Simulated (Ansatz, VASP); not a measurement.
**Ti: VASP beside Ansatz**

The input INCAR:

```
PREC = Accurate
ENCUT = 520
EDIFF = 1E-7
ISMEAR = 0
SIGMA = 0.15
LREAL = False
LASPH = True
NELM = 100
ALGO = Fast
ISIF = 2
LWAVE = False
LCHARG = True
GGA = PS
LELF = True
LVHAR = True
NBANDS = 19
```

Contents of KPOINTS:

```
Automatic mesh
0
Gamma
  18 18 18
```

POSCAR

```
Ti
1.0
    0.0000000000     -3.2102321259      0.0000000000
   -3.2102321259      0.0000000000      0.0000000000
    0.0000000000      0.0000000000     -3.2102321259
Ti
2
Direct
    0.5000000000      0.5000000000      0.4844248023
    0.0000000000      0.0000000000      0.0155751977
```

Input for Ansatz:

```yaml
crystal:
  lattice:
    - [0.0, -3.2102321259, 0.0]
    - [-3.2102321259, 0.0, 0.0]
    - [0.0, 0.0, -3.2102321259]
  atoms:
    - { symbol: Ti, position: [0.5, 0.5, 0.4844248023] }
    - { symbol: Ti, position: [0.0, 0.0, 0.0155751977] }
basis:
  ecutwfc: 420
kpoints:
  mp_grid: { grid: [18, 18, 18] }
hamiltonian:
  xc: pbesol
scf:
  occupations: { method: gaussian, width: 0.15 }
output:
  forces: true
  stress: true
  eigenvalues: true
```

Change from the starting cell: mode 4 (225.9 1/cm) frozen in, largest displacement +0.050 Å.

Alike in both runs: task single point; functional PBEsol; k mesh 18 × 18 × 18; occupations gaussian, width 0.15 eV; no spin polarisation.

|  | VASP | Ansatz |
| --- | --- | --- |
| version | VASP 6.6.1 | Ansatz 0.2.0 |
| potentials or method | VASP PAW PBE potentials, release 64 (Ti_sv), cutoff 520 eV | scalar-relativistic, plane waves, PAW |
| valence electrons in the cell | 24 | 24 |

|  | VASP | Ansatz | Ansatz less VASP |
| --- | --- | --- | --- |
| gap on the k mesh at the Fermi level (eV) | none | none | - |
| pressure (GPa) | 0.1 | 0.3 | +0.28 |
| traceless stress, the component that is largest in VASP (GPa) | -0.16 | -0.16 | -0.001 |
| rms of the force components (eV/Å) | 0.268 | 0.268 | +0.0004 |

VASP's potentials were made for PBE, not for PBEsol. Atom by atom the forces differ by 0.000 eV/Å (rms over components). A gap of «none» marks a metal or a gap that the smearing closes.
